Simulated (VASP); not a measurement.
Crystal: AgBr.

```xyz
2
Lattice="0.0000 2.8314 2.8314 2.8314 0.0000 2.8314 2.8314 2.8314 0.0000" Properties=species:S:1:pos:R:3 pbc="T T T"
Ag    0.0000    0.0000    0.0000
Br    2.8314    2.8314    2.8314
```

Base run:

* Program: VASP 6.6.1
* Functional: RPBE
* Potentials or basis: VASP PAW PBE potentials, release 64 (Ag, Br)
* Cutoff: 500 eV
* k mesh: 8 × 8 × 8
* Occupations: fermi-dirac, width 0.05 eV
* Spin: no spin polarisation

Its results: band gap on the k mesh 0.83 eV, indirect (least direct gap 2.92 eV); pressure 7.5 GPa.

Task: The run is repeated on the same cell with these changes: functional from RPBE to PBEsol. What comes out?

Result: Band gap on the k mesh 0.50 eV, indirect (least direct gap 2.60 eV); pressure 0.3 GPa.

PBEsol binds more tightly than RPBE, so the same cell stands under less pressure.

Caveats: the PAW data sets were made with another functional, which shifts forces and pressure a little.

A k mesh can miss the band edges.
